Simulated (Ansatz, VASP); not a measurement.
## Two plane-wave programs on Ti

```xyz
1
Lattice="-1.5234 1.5234 1.5234 1.5234 -1.5234 1.5234 1.5234 1.5234 -1.5234" Properties=species:S:1:pos:R:3 pbc="T T T"
Ti    0.0000    0.0000    0.0000
```

Change from the starting cell: volume scaled by 0.8.

Alike in both runs: task relaxation of cell and atoms; functional PBEsol-based global hybrid; k mesh 6 × 6 × 6; occupations methfessel-paxton of order 1, width 0.2 eV; no spin polarisation.

```csv
,VASP,Ansatz
version,VASP 6.6.1,Ansatz 0.2.0
potentials or method,"VASP PAW PBE potentials, release 64 (Ti_sv)",Ansatz PAW
plane-wave cutoff (eV),600,420
valence electrons in the cell,12,12
```

|  | VASP | Ansatz | Ansatz less VASP |
| --- | --- | --- | --- |
| gap on the k mesh at the Fermi level, each at its own relaxed structure (eV) | none | none | - |
| relaxed volume (Å³/atom) | 16.82 | 16.88 | +0.060 |
| relaxed cell length with the largest relative difference (Å) | 2.795 | 2.799 | +0.0033 |

VASP's potentials were made for PBE, not for PBEsol-based global hybrid. A gap of «none» marks a metal or a gap that the smearing closes.

The k mesh is coarse, so the values compare programs but aren't converged. Noted on VASP's run: the volume moved by over 15 % at a fixed basis, so the end points are rough. Noted on Ansatz's run: the volume moved by over 15 % at a fixed basis, so the end points are rough; the plane-wave basis is chosen anew once the cell has moved, so the energies of steps on either side of that aren't comparable.
